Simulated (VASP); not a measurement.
# CaF3 (I4/mmm) in VASP: single point with PBEsol

Aim: the single point of CaF3 with PBEsol.

Program: VASP 6.6.1. These are calculated values, not measurements. Logs are shortened: lines on timing, memory, paths and dates and some standing lists are left out, and cuts for length are marked.

## (1) The cell of the first run

The structure is tetragonal, space group I4/mmm (No. 139). The conventional cell has a = 3.788 Å, b = 3.788 Å, c = 6.197 Å, α = 90.00°, β = 90.00°, γ = 90.00°. Within 3.2 Å of Ca (site symmetry 4/mmm) lie 14 F at 2.45 to 3.10 Å. F (site symmetry -4m2) has 4 Ca at 2.45 Å and 10 F at 2.45 to 3.10 Å within 3.2 Å. F (site symmetry 4/mmm) has 8 F at 2.45 Å and 6 Ca at 2.68 to 3.10 Å within 3.2 Å.

## (2) Single point, PBEsol, collinear spin

Contents of INCAR:

```
ALGO = Fast ; EDIFF = 1E-6
ENCUT = 520 ; GGA = PS
ISIF = 2 ; ISMEAR = 0
ISPIN = 2 ; LASPH = True
LCHARG = False ; LORBIT = 11
LREAL = False ; LWAVE = False
MAGMOM = 0 0.25 0.25 0.61 ; NBANDS = 28
NELM = 150 ; PREC = Accurate
SIGMA = 0.1
```

Contents of KPOINTS:

```
k-points
0
Gamma
  16 16 16
```

Contents of POSCAR:

```
CaF3
1.0
   -1.8939312528      1.8939312528      3.0987244846
    1.8939312528     -1.8939312528      3.0987244846
    1.8939312528      1.8939312528     -3.0987244846
Ca F
1 3
Direct
    0.0000000000      0.0000000000      0.0000000000
    0.7500000000      0.2500000000      0.5000000000
    0.2500000000      0.7500000000      0.5000000000
    0.5000000000      0.5000000000      0.0000000000
```

Potentials or basis: VASP PAW PBE potentials, release 64 (Ca_sv, F).

Started as:

```sh
$ cat potpaw_PBE.64/Ca_sv/POTCAR potpaw_PBE.64/F/POTCAR > POTCAR
$ mpirun -np 1 vasp_std > vasp.out
```

OUTCAR:

```text
EDIFF = 1E-6
   ENCUT = 520
   GGA = PS
   ISIF = 2
   ISMEAR = 0
   ISPIN = 2
   LASPH = True
   LORBIT = 11
   LREAL = False
   NELM = 150
   PREC = Accurate

 ion  position               nearest neighbor table
   1  0.000  0.000  0.000-   2 2.45   3 2.45   2 2.45   3 2.45   2 2.45   3 2.45   2 2.45   3 2.45

   2  0.750  0.250  0.500-   1 2.45   1 2.45   1 2.45   1 2.45
   3  0.250  0.750  0.500-   1 2.45   1 2.45   1 2.45   1 2.45
   4  0.500  0.500  0.000-

  LATTYP: Found a body centered tetragonal cell.
 ALAT       =     3.7878625056
 C/A-ratio  =     1.6361335608

  Lattice vectors:

 A1 = (  -1.8939312528,   1.8939312528,   3.0987244846)
 A2 = (   1.8939312528,  -1.8939312528,   3.0987244846)
 A3 = (   1.8939312528,   1.8939312528,  -3.0987244846)

Analysis of symmetry for initial positions (statically):
=====================================================================
 Subroutine PRICEL returns:
 Original cell was already a primitive cell.

 Routine SETGRP: Setting up the symmetry group for a
 body centered tetragonal supercell.

 Subroutine GETGRP returns: Found 16 space group operations
 (whereof 16 operations were pure point group operations)
 out of a pool of 16 trial point group operations.

The static configuration has the point symmetry D_4h.

Analysis of symmetry for dynamics (positions and initial velocities):
=====================================================================
 Subroutine PRICEL returns:
 Original cell was already a primitive cell.

 Routine SETGRP: Setting up the symmetry group for a
 body centered tetragonal supercell.

 Subroutine GETGRP returns: Found 16 space group operations
 (whereof 16 operations were pure point group operations)
 out of a pool of 16 trial point group operations.

The dynamic configuration has the point symmetry D_4h.

Analysis of structural, dynamic, and magnetic symmetry:
=====================================================================
 Subroutine PRICEL returns:
 Original cell was already a primitive cell.

 Routine SETGRP: Setting up the symmetry group for a
[... 130 lines left out ...]
     AMIX_MAG =   1.60;   BMIX_MAG =  1.00
  volume/ion in A,a.u.               =      11.12        75.01
  Fermi-wavevector in a.u.,A,eV,Ry     =   1.451682  2.743282 28.672669  2.107382
  Thomas-Fermi vector in A             =   2.569151
   LORBIT       =     11    0 simple, 1 ext, 2 COOP (PROOUT), +10 PAW based schemes
   GGA     = PS    functional components
   LHFCALC =     F    Hartree Fock is set to
   AEXX    =    0.0000 exact exchange contribution
   IVDW    =     0    specifies the selected vdW correction
   LEPSILON=     F    determine dielectric tensor
   LRPA    =     F    only Hartree local field effects (RPA)
 spin polarized calculation
 RMM-DIIS sequential band-by-band and
 Gauss-broadening in eV      SIGMA  =   0.10
  energy-cutoff  :      520.00
  volume of cell :       44.46
 maximum number of plane-waves:      1212
   NGX = 15   NGY = 15   NGZ = 15

 number of electron      31.0000024 magnetization       1.0000052

 Free energy of the ion-electron system (eV)
  ---------------------------------------------------
  ext. energy  EPLUGINS =         0.00000000
  ---------------------------------------------------
  free energy    TOTEN  =       -18.87572436 eV

  energy without entropy =      -18.85564983  energy(sigma->0) =      -18.86568710

 E-fermi :  -0.1282     XC(G=0): -10.9673

 val. band max:       -0.1292823643   @ k =  -0.0625   0.0625   0.0625
 cond. band min:      -0.1273682544   @ k =  -0.2500  -0.3750   0.1875
 fundamental gap:      0.0019141100
 Fermi energy:        -0.1282450591

 spin component 1

 k-point     1 :       0.0000    0.0000    0.0000
  band No.  band energies     occupation
      1     -36.6204      1.00000
      2     -21.5938      1.00000
      3     -19.9337      1.00000
      4     -19.9134      1.00000
      5     -17.6512      1.00000
      6     -17.6388      1.00000
[... 709 lines left out ...]
     26      20.3316      0.00000
     27      22.1820      0.00000

 [... further k-points ...]

 spin component 2

 k-point     1 :       0.0000    0.0000    0.0000
  band No.  band energies     occupation
      1     -36.6222      1.00000
      2     -20.9410      1.00000
      3     -19.5220      1.00000
      4     -19.1968      1.00000
      5     -17.6530      1.00000
      6     -17.6420      1.00000
[... 709 lines left out ...]
     26      20.3684      0.00000
     27      22.2173      0.00000

 [... further k-points ...]

 [bands above 27 left out]

------------------------ aborting loop because EDIFF is reached ----------------------------------------

  FORCE on cell =-STRESS in cart. coord.  units (eV):
  Direction    XX          YY          ZZ          XY          YZ          ZX
  --------------------------------------------------------------------------------------
  -------------------------------------------------------------------------------------
  Total       -0.0126783     -0.0126783      0.0077736      0.0000000      0.0000000      0.0000000
  in kB       -0.4568790     -0.4568790      0.2801320      0.0000000      0.0000000      0.0000000
  external PRESSURE =      -0.2112087 kB  Pullay stress =       0.0000000 kB

 VOLUME and BASIS-vectors are now :
 -----------------------------------------------------------------------------
  energy-cutoff  :      520.00
  volume of cell :       44.46
      direct lattice vectors                 reciprocal lattice vectors
    -1.893931253  1.893931253  3.098724485     0.000000000  0.264001135  0.161356714
     1.893931253 -1.893931253  3.098724485     0.264001135  0.000000000  0.161356714
     1.893931253  1.893931253 -3.098724485     0.264001135  0.264001135  0.000000000

 POSITION                                       TOTAL-FORCE (eV/Angst)
 -----------------------------------------------------------------------------------
      0.00000      0.00000      0.00000         0.000000     -0.000000      0.000000
     -0.00000      1.89393      1.54936        -0.000000     -0.000000     -0.000000
      1.89393     -0.00000      1.54936         0.000000      0.000000     -0.000000
      0.00000      0.00000      3.09872         0.000000     -0.000000      0.000000
 -----------------------------------------------------------------------------------
    total drift:                                0.000000     -0.000000      0.000000

  FREE ENERGIE OF THE ION-ELECTRON SYSTEM (eV)
  ---------------------------------------------------
  free  energy   TOTEN  =       -18.8757243594 eV

  energy  without entropy=      -18.8556498335  energy(sigma->0) =      -18.86568710

 total charge

# of ion       s       p       d       tot
------------------------------------------
    1        2.013   5.853   0.182   8.048
    2        1.741   4.296   0.000   6.037
    3        1.741   4.296   0.000   6.037
    4        1.753   4.173   0.000   5.926
--------------------------------------------------
tot          7.248  18.619   0.182  26.048

 magnetization (x)

# of ion       s       p       d       tot
------------------------------------------
    1       -0.001   0.001  -0.004  -0.004
    2        0.001   0.214   0.000   0.215
    3        0.001   0.214   0.000   0.215
    4        0.003   0.494   0.000   0.497
--------------------------------------------------
tot          0.003   0.923  -0.004   0.922
```

It took 19 min on 1 thread of Oxide Virtual Turin-like, shared host; peak memory 0.61 GiB.

What came out:

```
Free energy                                           : -18.8757 eV
Pressure                                              : 0.0 GPa
Band gap on the k mesh                                : zero (filled and empty bands overlap)
Net moment                                            : 1.00 μB per cell
Site moments                                          : Ca -0.00; F +0.21, +0.50 (each value once) μB
Valence electrons inside the program's atomic spheres : Ca 8.05; F 6.04, 5.93 (each value once)
```

Caveat: the PAW data sets were made with another functional, which shifts forces and pressure a little.
